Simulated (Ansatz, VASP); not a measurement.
# Os in VASP and in Ansatz

INCAR

```
PREC = Accurate
ENCUT = 600
EDIFF = 1E-7
ISMEAR = -1
SIGMA = 0.1
LREAL = False
LASPH = True
NELM = 60
ALGO = Normal
ISIF = 3
LWAVE = False
LCHARG = False
GGA = PS
IBRION = 2
NSW = 100
EDIFFG = -0.002
```

File KPOINTS:

```
regular mesh
0
Gamma
  20 20 12
```

POSCAR

```
Os
1.0
    2.7341000000      0.0000000000      0.0000000000
   -1.3670500000      2.3678000565      0.0000000000
    0.0000000000      0.0000000000      4.3197000000
Os
2
Direct
    0.3333333333      0.6666666667      0.2500000000
    0.6666666667      0.3333333333      0.7500000000
```

Input for Ansatz:

```yaml
crystal:
  lattice:
    - [2.73410000001, 0.0, 0.0]
    - [-1.36705, 2.36780005649, 0.0]
    - [0.0, 0.0, 4.3197]
  atoms:
    - { symbol: Os, position: [0.333333333333, 0.666666666667, 0.25] }
    - { symbol: Os, position: [0.666666666667, 0.333333333333, 0.75] }
kpoints:
  mp_grid: { grid: [20, 20, 12] }
scf:
  occupations: { method: fermi_dirac, width: 0.1 }
hamiltonian:
  xc: pbesol
  pseudopotentials: { kind: paw }
relax:
  f_tol: 0.002
  max_steps: 80
  cell: {}
output:
  forces: true
  stress: true
```

Alike in both runs: task relaxation of cell and atoms; functional PBEsol; k mesh 20 × 20 × 12; occupations fermi-dirac, width 0.1 eV; no spin polarisation.

```csv
,VASP,Ansatz
version,VASP 6.6.1,Ansatz 0.2.0
potentials or method,"VASP PAW PBE potentials, release 64 (Os)","PAW with Ansatz's default frozen-core files, scalar-relativistic"
plane-wave cutoff (eV),600,420
valence electrons in the cell,16,32
```

Ansatz gave:

```
relaxed volume (Å³/atom)                                     : 13.89
relaxed cell length with the largest relative difference (Å) : 2.729
```

Problem. Estimate VASP's values.

Solution. Relaxed volume (Å³/atom): 13.91; relaxed cell length with the largest relative difference (Å): 2.731.

VASP's potentials were made for PBE, not for PBEsol. VASP's potentials hold 16 valence electrons a cell and Ansatz's 32, so a difference there can come from the potentials and not from the codes.

Spin-orbit coupling is off throughout.
